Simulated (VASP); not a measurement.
Crystal: TiC8.

```xyz
9
Lattice="4.9120 0.0000 0.0000 -2.4560 4.2539 0.0000 0.0000 0.0000 4.0204" Properties=species:S:1:pos:R:3 pbc="T T T"
Ti    0.0000    0.0000    2.0102
C     0.0000    2.8360    0.0000
C     1.2280    0.7090    0.0000
C     2.4560    2.8360    0.0000
C     3.6840    0.7090    0.0000
C    -1.2280    3.5450    0.0000
C     0.0000    1.4180    0.0000
C     1.2280    3.5450    0.0000
C     2.4560    1.4180    0.0000
```

```yaml
Program: VASP 6.6.1
Task: relaxation of cell and atoms
Functional: PBE
Dispersion: D3(BJ)
Potentials_or_basis: VASP PAW PBE potentials, release 64 (Ti_sv, C)
Cutoff: 600 eV
k_mesh: 6 × 6 × 4
Occupations: gaussian, width 0.1 eV
Spin: no spin polarisation
```

At the start: pressure 5.3 GPa; volume 9.33 Å³/atom.

Task: How do energy, volume and symmetry change on relaxing?

Result: Over 8 steps the energy falls by 62.9 meV/atom and the volume is 8.76 Å³/atom (-6.1 %); space group P6/mmm (No. 191, to 0.05 Å).

Step by step:
| step | energy change (eV) | largest force (eV/Å) | pressure (GPa) | volume (Å³) |
| --- | --- | --- | --- | --- |
| 1 | 0.0000 | 0.6201 | 5.30 | 84.01 |
| 2 | 0.0071 | 1.1567 | -19.21 | 87.62 |
| 3 | -0.2539 | 0.4312 | -7.83 | 85.80 |
| 4 | -0.4999 | 0.3088 | -5.69 | 81.94 |
| 5 | -0.5287 | 0.6145 | -4.39 | 80.44 |
| 6 | -0.4781 | 1.1451 | 8.21 | 76.31 |
| 7 | -0.5656 | 0.0833 | 0.73 | 78.66 |
| 8 | -0.5662 | 0.0035 | 0.10 | 78.86 |

Final structure:
```xyz
9
Lattice="4.9992 0.0000 0.0000 -2.4996 4.3295 0.0000 0.0000 0.0000 3.6437" Properties=species:S:1:pos:R:3 pbc="T T T"
Ti    0.0000    0.0000    1.8218
C     0.0000    2.8863    0.0000
C     1.2614    0.7283    0.0000
C     2.4996    2.8729    0.0000
C     3.7378    0.7283    3.6437
C    -1.2382    3.6012    0.0000
C     0.0000    1.4566    0.0000
C     1.2382    3.6012    0.0000
C     2.4996    1.4432    0.0000
```

Caveat: the k points lie up to 0.43 Å⁻¹ apart in the final cell; pairwise dispersion overbinds metals, which lowers pressure and volume.
